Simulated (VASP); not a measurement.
# Ta: single point with PBEsol

The system is Ta.

```
CELL_PARAMETERS angstrom
-1.59402 1.59402 1.59402
1.59402 -1.59402 1.59402
1.59402 1.59402 -1.59402
ATOMIC_POSITIONS crystal
Ta 0.00000 0.00000 0.00000
```

```json
{
  "Program": "VASP 6.6.1",
  "Task": "single point",
  "Functional": "PBEsol",
  "Potentials or basis": "VASP PAW PBE potentials, release 64 (Ta_pv)",
  "Cutoff": "520 eV",
  "k mesh": "22 × 22 × 22",
  "Occupations": "gaussian, width 0.05 eV",
  "Spin": "non-collinear spin, zero start, spin-orbit coupling",
  "Starting moments": "[[0.0, 0.0, 0.0]] μB",
  "Dipole correction": "no",
  "Further INCAR settings": "ALGO = Fast; EDIFF = 1e-06; NBANDS = 22"
}
```

| Property | Result |
| --- | --- |
| Pressure | 20.6 GPa |
| Net moment | 0.00 μB per cell |
| Valence electrons inside the program's atomic spheres | Ta 9.17 |

Moments on the atoms (μB; x, y, z):
```
Ta  0.00 0.00 0.00
```

Run time: 6.7 min on 1 thread of Oxide Virtual Turin-like Processor (shared host), peak memory 0.29 GiB.

Caveat: the cell stands under pressure; the PAW data sets were made with another functional, which shifts forces and pressure a little.
